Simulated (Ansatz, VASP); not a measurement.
## One calculation of C, two programs

```
C
1.0
     2.46651    0.00000    0.00000
    -1.23325    2.13606    0.00000
     0.00000    0.00000    4.52210
C
2
Direct
  0.66667 0.33333 0.50000
  0.33333 0.66667 0.50000
```

Alike in both runs: functional PBE; k mesh 24 × 24 × 12; occupations fermi-dirac, width 0.15 eV; no spin polarisation.

Ansatz relaxed the structure, and its values are those at the end. VASP's run is a single point on that final structure, the one shown.

|  | VASP | Ansatz |
| --- | --- | --- |
| version | VASP 6.6.1 | Ansatz 0.2.0 |
| potentials or method | VASP PAW PBE potentials, release 64 (C), cutoff 520 eV | scalar-relativistic, plane waves, PAW |
| valence electrons in the cell | 8 | 8 |

|  | VASP | Ansatz | Ansatz less VASP |
| --- | --- | --- | --- |
| gap on the k mesh at the Fermi level (eV) | none | none | - |
| pressure (GPa) | 0.3 | 0.0 | -0.33 |

A gap of «none» marks a metal or a gap that the smearing closes.
